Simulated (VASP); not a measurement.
Runs of VASP 6.6.1 on ZrB6. The structure is that of space group Pm-3m (No. 221), or close to it. The cells are those of the table. 

| task | cell | k mesh | cutoff (eV) | gap on the mesh (eV) | pressure (GPa) | relaxed volume (Å³/atom) | largest force (eV/Å) |
| --- | --- | --- | --- | --- | --- | --- | --- |
| relaxation of cell and atoms | relaxed from a = 4.004 Å, 7 atoms | 4 × 4 × 4 | 600 | none | 0.0 | 9.49 | - |
| relaxation of cell and atoms | relaxed from a = 4.050 Å, 7 atoms | 10 × 10 × 10 | 600 | none | 0.1 | (b) | 0.01 |
| single point | a = 4.050 Å, 7 atoms | 4 × 4 × 4 | 520 | none | 0.0 | - | 0.03 |
| single point | a = 4.052 Å, 7 atoms | 10 × 10 × 10 | 520 | none | 0.0 | - | 0.02 |
| single point | a = 4.004 Å, 7 atoms | 4 × 4 × 4 | 520 | none | 7.3 | - | (a) |

Alike in all rows: level PBE; potentials or basis VASP PAW PBE potentials, release 64 (Zr_sv, B); no spin polarisation; smearing gaussian 0.1 eV.

Task: Estimate the missing entries.

Result: (a) 1.03; (b) 9.50.

Caveats: some runs use coarse meshes; forces of over 1 eV/Å act on the atoms, so gaps and moduli don't describe the material at rest (some runs).

A k mesh can miss the band edges, and the runs leave out spin-orbit coupling on Zr.

A gap of «none» marks levels without a gap at the run's occupations.
